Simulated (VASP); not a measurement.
# Si62B (a cell with a defect) in VASP: a series of runs, part 2 of 4

VASP 6.6.1.

## (3) Single point, LDA, collinear spin, zero start

INCAR reads:

```
SYSTEM = Si62B
PREC     = Accurate       ! precision mode
ENCUT    = 520            ! plane-wave cutoff, eV
EDIFF    = 1E-6           ! SCF threshold, eV
ISMEAR   = -1             ! smearing method
SIGMA    = 0.05           ! smearing width, eV
LREAL    = Auto         
LASPH    = .True.         ! aspherical terms in the spheres
NELM     = 150            ! most SCF steps
ALGO     = Normal         ! electronic algorithm
ISIF     = 2              ! what is computed and relaxed
LWAVE    = .False.        ! write WAVECAR
LCHARG   = .True.         ! write CHGCAR
ISPIN    = 2              ! spin polarisation
MAGMOM   = 0 0 0 0 0 0 0 0 0 0 0 0 0 0 0 0 0 0 0 0 0 0 0 0 0 0 0 0 0 0 0 0 0 0 0 0 0 0 0 0 0 0 0 0 0 0 0 0 0 0 0 0 0 0 0 0 0 0 0 0 0 0 0 ! initial moments
LORBIT   = 11             ! projections on sites
GGA      = CA             ! functional
LELF     = .True.         ! ELF
LVHAR    = .True.       
NBANDS   = 166            ! bands
NELECT   = 249.0
```

KPOINTS reads:

```
regular mesh
0
Gamma
  1 1 1
  0 0 0
```

POSCAR reads:

```
Si62B
1.0
   10.8600000000      0.0000000000      0.0000000000
    0.0000000000     10.8600000000      0.0000000000
    0.0000000000      0.0000000000     10.8600000000
Si B
62 1
Direct
    0.5021212707     -0.0022437385      0.0022707182
    0.6192558932      0.1307441068      0.1244942910
    0.7522437385      0.2478787293      0.0022707182
    0.8749665746      0.3762441068      0.1250334254
    0.8755057090      0.1307441068      0.3807441068
   -0.0097581952     -0.0143267035      0.0097581952
    0.1206132597      0.1194939227      0.1239476980
    0.2481182320      0.2476593923      0.0015818600
    0.3740497238      0.3759502762      0.1239823204
    0.5023406077      0.5018817680      0.0015818600
    0.6305060773      0.6293867403      0.1239476980
    0.7643267035      0.7597581952      0.0097581952
    0.2490357274      0.0002032228      0.2502032228
    0.3725475138      0.1259250460      0.3759250460
    0.4982739411      0.2517260589      0.2529623389
    0.6240749540      0.3774524862      0.3759250460
    0.7497967772      0.5009642726      0.2502032228
    0.8760523020      0.6293867403      0.3694939227
    0.4982739411      0.0029623389      0.5017260589
    0.6240749540      0.1259250460      0.6274524862
    0.7470376611      0.2517260589      0.5017260589
    0.8760176796      0.3759502762      0.6259502762
    0.7497967772      0.0002032228      0.7509642726
    0.8760523020      0.1194939227      0.8793867403
    0.0010088398      0.4994470534     -0.0010088398
    0.1238111418      0.6261888582      0.1235830571
    0.2505529466      0.7489911602     -0.0010088398
    0.3737558932      0.8750334254      0.1250334254
   -0.0022707182      0.2478787293      0.2477562615
    0.1232883057      0.3745320442      0.3755090239
    0.2490232965      0.5009767035      0.2498056169
    0.3754679558      0.6267116943      0.3755090239
    0.5021212707      0.7522707182      0.2477562615
    0.6192558932      0.8744942910      0.3807441068
   -0.0022707182     -0.0022437385      0.4978787293
    0.1232883057      0.1255090239      0.6245320442
    0.2483323204      0.2507604972      0.5007604972
    0.3746620626      0.3753379374      0.6253379374
    0.4992395028      0.5016676796      0.5007604972
    0.6244909761      0.6267116943      0.6245320442
    0.7522437385      0.7522707182      0.4978787293
    0.8749665746      0.8750334254      0.6262441068
    0.2490232965     -0.0001943831      0.7509767035
    0.3754679558      0.1255090239      0.8767116943
    0.4992395028      0.2507604972      0.7516676796
    0.6244909761      0.3745320442      0.8767116943
    0.7501943831      0.5009767035      0.7509767035
    0.8764169429      0.6261888582      0.8761888582
   -0.0097581952      0.7597581952      0.2356732965
    0.1206132597      0.8739476980      0.3694939227
   -0.0015818600      0.5018817680      0.4976593923
    0.1252746777      0.6247253223      0.6234251381
    0.2481182320      0.7515818600      0.4976593923
    0.3740497238      0.8739823204      0.6259502762
   -0.0015818600      0.2476593923      0.7518817680
    0.1252746777      0.3734251381      0.8747253223
    0.2500405157      0.4999594843      0.7499594843
    0.3765748619      0.6247253223      0.8747253223
    0.5023406077      0.7515818600      0.7518817680
    0.6305060773      0.8739476980      0.8793867403
    0.0010088398      0.7489911602      0.7494470534
    0.1238111418      0.8735830571      0.8761888582
    0.9041846225     -0.1541846225      0.0958153775
```

Potentials or basis: VASP PAW LDA potentials, release 64 (Si, B).

On the command line:

```bash
$ cat potpaw_LDA.64/Si/POTCAR potpaw_LDA.64/B/POTCAR > POTCAR
$ mpirun -np 1 vasp_gam > vasp.out
```

It took 11 min on 1 thread of Intel Xeon Platinum 8259CL at 2.50GHz (Skylake/Cascade Lake), shared host; peak memory 0.92 GiB.

It converged, with:

```
Free energy                                           : -378.0893 eV
Largest force                                         : 0.025 eV/Å
Net moment                                            : 0.00 μB per cell
Valence electrons inside the program's atomic spheres : Si 1.69, 1.65, 1.70, 1.71 (each value once); B 1.76
```

Forces on the atoms (eV/Å):
```
Si   0.004  0.004  0.004
Si  -0.007  0.007 -0.023
Si  -0.004 -0.004  0.004
Si   0.000  0.002  0.000
Si   0.023  0.007  0.007
Si   0.012  0.006 -0.012
Si   0.004  0.003  0.000
Si  -0.009 -0.003 -0.001
Si  -0.002  0.002 -0.008
Si   0.003  0.009 -0.001
Si  -0.003 -0.004  0.000
Si  -0.006 -0.012 -0.012
Si  -0.005  0.001  0.001
Si   0.002 -0.001 -0.001
Si   0.003 -0.003  0.003
Si   0.001 -0.002 -0.001
Si  -0.001  0.005  0.001
Si   0.000 -0.004  0.003
Si   0.003  0.003 -0.003
Si   0.001 -0.001 -0.002
Si  -0.003 -0.003 -0.003
Si   0.008  0.002  0.002
Si  -0.001  0.001  0.005
Si   0.000  0.003 -0.004
Si  -0.002 -0.004  0.002
Si   0.000  0.000 -0.011
Si   0.004  0.002  0.002
Si  -0.002  0.000  0.000
Si  -0.004 -0.004  0.004
Si   0.001  0.002  0.003
Si  -0.005  0.005  0.001
Si  -0.002 -0.001  0.003
Si   0.004  0.004  0.004
Si  -0.007 -0.023  0.007
Si  -0.004  0.004 -0.004
Si   0.001  0.003  0.002
Si   0.000 -0.002 -0.002
Si  -0.002  0.002  0.002
Si   0.002  0.000 -0.002
Si  -0.003 -0.001  0.002
Si  -0.004  0.004 -0.004
Si   0.000  0.000  0.002
Si  -0.005  0.001  0.005
Si  -0.002  0.003 -0.001
Si   0.002 -0.002  0.000
Si  -0.003  0.002 -0.001
Si  -0.001  0.005  0.005
Si   0.011  0.000  0.000
Si   0.012 -0.012  0.006
Si   0.004  0.000  0.003
Si   0.001  0.009 -0.003
Si   0.003 -0.003  0.004
Si  -0.009 -0.001 -0.003
Si  -0.002 -0.008  0.002
Si   0.001 -0.003  0.009
Si   0.003  0.004 -0.003
Si   0.002 -0.002 -0.002
Si  -0.004 -0.003 -0.003
Si   0.003 -0.001  0.009
Si  -0.003  0.000 -0.004
Si  -0.002  0.002 -0.004
Si   0.000 -0.011  0.000
B   -0.013  0.013  0.013
```

Levels at points of the mesh, in eV from the Fermi level:
Spin up:
```csv
k point,band 122,band 123,band 124,band 125,band 126,band 127,band 128,band 129
"(0.00, 0.00, 0.00)",-0.89,-0.08,-0.08,-0.08,0.78,0.78,0.81,0.88
```
Spin down:
```csv
k point,band 122,band 123,band 124,band 125,band 126,band 127,band 128,band 129
"(0.00, 0.00, 0.00)",-0.89,-0.08,-0.08,-0.08,0.78,0.78,0.81,0.88
```

Caveat: the k points lie up to 0.58 Å⁻¹ apart; the cell carries a net charge on a neutralising background, which shifts energy and pressure; the cell is charged against a uniform background, so pressure and absolute levels hang on convention; no moment was typed at the start, so none could form.

## (4) Single point, LDA, collinear spin, zero start

INCAR reads:

```
PREC     = Accurate       # precision mode
ENCUT    = 520            # plane-wave cutoff, eV
EDIFF    = 1E-6           # SCF threshold, eV
ISMEAR   = -1             # smearing method
SIGMA    = 0.05           # smearing width, eV
LREAL    = Auto         
LASPH    = True           # aspherical terms in the spheres
NELM     = 150            # most SCF steps
ALGO     = Normal         # electronic algorithm
ISIF     = 2              # what is computed and relaxed
LWAVE    = False          # write WAVECAR
LCHARG   = False          # write CHGCAR
ISPIN    = 2              # spin polarisation
MAGMOM   = 0 0 0 0 0 0 0 0 0 0 0 0 0 0 0 0 0 0 0 0 0 0 0 0 0 0 0 0 0 0 0 0 0 0 0 0 0 0 0 0 0 0 0 0 0 0 0 0 0 0 0 0 0 0 0 0 0 0 0 0 0 0 0 # initial moments
LORBIT   = 11             # projections on sites
NBANDS   = 166            # bands
NELECT   = 249.0
```

KPOINTS reads:

```
Automatic mesh
0
Gamma
  1 1 1
```

POSCAR is that of step 3.

On the command line:

```bash
$ cat potpaw_LDA.64/Si/POTCAR potpaw_LDA.64/B/POTCAR > POTCAR
$ mpirun -np 1 vasp_gam > vasp.out
```

Wall time 5.5 min (1 thread of Intel Xeon 6975P-C (Granite Rapids), shared host); peak memory 0.92 GiB.

The run converged. Its results:

```yaml
Free_energy: -378.0893 eV
Largest_force: 0.025 eV/Å
Net_moment: 0.00 μB per cell
Valence_electrons_inside_the_program's_atomic_spheres: Si 1.69, 1.65, 1.70, 1.71 (each value once); B 1.76
```

Forces in eV/Å, atoms in the order of the input:
```
Si   0.004  0.004  0.004
Si  -0.007  0.007 -0.023
Si  -0.004 -0.004  0.004
Si   0.000  0.002  0.000
Si   0.023  0.007  0.007
Si   0.012  0.006 -0.012
Si   0.004  0.003  0.000
Si  -0.009 -0.003 -0.001
Si  -0.002  0.002 -0.008
Si   0.003  0.009 -0.001
Si  -0.003 -0.004  0.000
Si  -0.006 -0.012 -0.012
Si  -0.005  0.001  0.001
Si   0.002 -0.001 -0.001
Si   0.003 -0.003  0.003
Si   0.001 -0.002 -0.001
Si  -0.001  0.005  0.001
Si   0.000 -0.004  0.003
Si   0.003  0.003 -0.003
Si   0.001 -0.001 -0.002
Si  -0.003 -0.003 -0.003
Si   0.008  0.002  0.002
Si  -0.001  0.001  0.005
Si   0.000  0.003 -0.004
Si  -0.002 -0.004  0.002
Si   0.000  0.000 -0.011
Si   0.004  0.002  0.002
Si  -0.002  0.000  0.000
Si  -0.004 -0.004  0.004
Si   0.001  0.002  0.003
Si  -0.005  0.005  0.001
Si  -0.002 -0.001  0.003
Si   0.004  0.004  0.004
Si  -0.007 -0.023  0.007
Si  -0.004  0.004 -0.004
Si   0.001  0.003  0.002
Si   0.000 -0.002 -0.002
Si  -0.002  0.002  0.002
Si   0.002  0.000 -0.002
Si  -0.003 -0.001  0.002
Si  -0.004  0.004 -0.004
Si   0.000  0.000  0.002
Si  -0.005  0.001  0.005
Si  -0.002  0.003 -0.001
Si   0.002 -0.002  0.000
Si  -0.003  0.002 -0.001
Si  -0.001  0.005  0.005
Si   0.011  0.000  0.000
Si   0.012 -0.012  0.006
Si   0.004  0.000  0.003
Si   0.001  0.009 -0.003
Si   0.003 -0.003  0.004
Si  -0.009 -0.001 -0.003
Si  -0.002 -0.008  0.002
Si   0.001 -0.003  0.009
Si   0.003  0.004 -0.003
Si   0.002 -0.002 -0.002
Si  -0.004 -0.003 -0.003
Si   0.003 -0.001  0.009
Si  -0.003  0.000 -0.004
Si  -0.002  0.002 -0.004
Si   0.000 -0.011  0.000
B   -0.013  0.013  0.013
```

Levels at points of the mesh, in eV from the Fermi level:
Spin up:
| k point | band 122 | band 123 | band 124 | band 125 | band 126 | band 127 | band 128 | band 129 |
| --- | --- | --- | --- | --- | --- | --- | --- | --- |
| (0.00, 0.00, 0.00) | -0.89 | -0.08 | -0.08 | -0.08 | 0.78 | 0.78 | 0.81 | 0.88 |
Spin down:
```csv
k point,band 122,band 123,band 124,band 125,band 126,band 127,band 128,band 129
"(0.00, 0.00, 0.00)",-0.89,-0.08,-0.08,-0.08,0.78,0.78,0.81,0.88
```

Caveat: the k points lie up to 0.58 Å⁻¹ apart; the cell carries a net charge on a neutralising background, which shifts energy and pressure; the cell is charged against a uniform background, so pressure and absolute levels hang on convention; no moment was typed at the start, so none could form.

(Part 2 of 4 ends here.)
